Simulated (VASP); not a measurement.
Write the native input for VASP 6.6.1 that does the following.

```
Task                   : electric field gradients
Functional             : PBE
Potentials or basis    : VASP PAW PBE potentials, release 64 (B, N)
Cutoff                 : 520 eV
k mesh                 : 13 × 13 × 13
Occupations            : fermi-dirac, width 0.03 eV
Spin                   : no spin polarisation
Dipole correction      : no
Further INCAR settings : ALGO = Normal; EDIFF = 1e-08; NBANDS = 11
```

The structure of BN lies in POSCAR:

```
BN
1.0
    0.0000000000      1.8194705475      1.8194705475
    1.8194705475      0.0000000000      1.8194705475
    1.8194705475      1.8194705475      0.0000000000
B N
1 1
Direct
    0.0000000000      0.0000000000      0.0000000000
    0.7500000000      0.7500000000      0.7500000000
```

This cell differs from its parent crystal: volume scaled by 1.02.

The input as run:

INCAR

```
PREC     = Accurate       # precision mode
ENCUT    = 520            # plane-wave cutoff, eV
EDIFF    = 1E-8           # SCF threshold, eV
ISMEAR   = -1             # smearing method
SIGMA    = 0.03           # smearing width, eV
LREAL    = F              # projectors in reciprocal space
LASPH    = T              # aspherical terms in the spheres
NELM     = 100            # most SCF steps
ALGO     = Normal         # electronic algorithm
ISIF     = 2              # what is computed and relaxed
LWAVE    = F              # write WAVECAR
LCHARG   = F              # write CHGCAR
GGA      = PE             # functional
LEFG     = T            
NBANDS   = 11             # bands
```

KPOINTS

```
regular mesh
0
Gamma
  13 13 13
```

Potentials or basis: VASP PAW PBE potentials, release 64 (B, N).

Launch:

```sh
$ cat potpaw_PBE.64/B/POTCAR potpaw_PBE.64/N/POTCAR > POTCAR
$ mpirun -np 1 vasp_std > vasp.out
```

It gave:

```
Pressure               : -4.1 GPa
Band gap on the k mesh : 4.51 eV, indirect (least direct gap 8.73 eV)
```

Caveat: without QUAD_EFG the Cq values of the log hold for a quadrupole moment of 1 mb, not for the nuclei.

Run time: 14 s on 1 thread of AMD EPYC 7R43 64-Core Processor (Zen 3), with other jobs on the host, peak memory 0.08 GiB.
